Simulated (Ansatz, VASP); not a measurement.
## Pt in VASP and in Ansatz

The input INCAR:

```
SYSTEM = Pt
PREC     = Accurate       ! precision mode
ENCUT    = 520            ! plane-wave cutoff, eV
EDIFF    = 1E-6           ! SCF threshold, eV
ISMEAR   = -1             ! smearing method
SIGMA    = 0.1            ! smearing width, eV
LREAL    = .FALSE.        ! projectors in reciprocal space
LASPH    = .TRUE.         ! aspherical terms in the spheres
NELM     = 60             ! most SCF steps
ALGO     = Normal         ! electronic algorithm
ISIF     = 2              ! what is computed and relaxed
LWAVE    = .FALSE.        ! write WAVECAR
LCHARG   = .FALSE.        ! write CHGCAR
GGA      = RE             ! functional
NBANDS   = 11             ! bands
```

The input KPOINTS:

```
Automatic mesh
0
G
  22 22 22
  0 0 0
```

The input POSCAR:

```
Pt
1.0
    0.0000000000      1.9668867510      1.9668867510
    1.9668867510      0.0000000000      1.9668867510
    1.9668867510      1.9668867510      0.0000000000
Pt
1
Direct
    0.0000000000      0.0000000000      0.0000000000
```

Input for Ansatz:

```yaml
crystal:
  lattice:
    - [0.0, 1.9668867512, 1.9668867512]
    - [1.9668867512, 0.0, 1.9668867512]
    - [1.9668867512, 1.9668867512, 0.0]
  atoms:
    - { symbol: Pt, position: [0.0, 0.0, 0.0] }
hamiltonian:
  xc: revpbe
  pseudopotentials:
    kind: paw
    azcp:
      Pt: "pseudopotentials/Pt.paw.azcp"
basis:
  ecutwfc: 420
  fft_grid_basis: typed
kpoints:
  mp_grid: { grid: [22, 22, 22], shift: [0, 0, 0] }
magnetization:
  spin_polarized: false
scf:
  occupations: { method: fermi_dirac, width: 0.1 }
output:
  stress: true
```

Alike in both runs: task single point; functional revPBE; k mesh 22 × 22 × 22; occupations fermi-dirac, width 0.1 eV; no spin polarisation.

```csv
,VASP,Ansatz
version,VASP 6.6.1,Ansatz 0.2.0
potentials or method,"VASP PAW PBE potentials, release 64 (Pt), cutoff 520 eV","plane waves (420 eV) with PAW, scalar-relativistic"
valence electrons in the cell,10,18
```

Ansatz gave:

```
pressure (GPa) : 10.8
```

Problem. Which values does VASP return?

Solution. Pressure (GPa): 10.2.

VASP's potentials were made for PBE, not for revPBE. VASP's potentials hold 10 valence electrons a cell and Ansatz's 18, so a difference there can come from the potentials and not from the codes.

Neither program's run includes spin-orbit coupling.
